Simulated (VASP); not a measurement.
A run of VASP 6.6.1:

The input INCAR:

```
SYSTEM = Hf
ALGO = Fast
EDIFF = 1E-6
ENCUT = 520
GGA = PS
ISIF = 2
ISMEAR = 0
LASPH = .TRUE.
LCHARG = .FALSE.
LREAL = .FALSE.
LWAVE = .FALSE.
NBANDS = 17
NELM = 100
PREC = Accurate
SIGMA = 0.1
```

Contents of KPOINTS:

```
k-points
0
G
  15 15 8
  0 0 0
```

Contents of POSCAR:

```
Hf
1.0
    3.1966985242      0.0000000000      0.0000000000
   -1.5983492621      2.7684221302      0.0000000000
    0.0000000000      0.0000000000      5.0578000000
Hf
2
Direct
    0.3495880798      0.6991761597      0.2500000000
    0.6666666667      0.3333333333      0.7500000000
```

Potentials or basis: VASP PAW PBE potentials, release 64 (Hf_pv).

Command:

```console
$ cat potpaw_PBE.64/Hf_pv/POTCAR > POTCAR
$ mpirun -np 1 vasp_std > vasp.out
```

Hardware: 1 thread of Intel Xeon 8259CL, with other jobs on the host.

**Question.** How long does it take, and how much memory?

**Answer.** It took 4.4 min on 1 thread of Intel Xeon 8259CL, on a shared host, peak memory 0.32 GiB. Counts: scf iterations 15, k points 320.
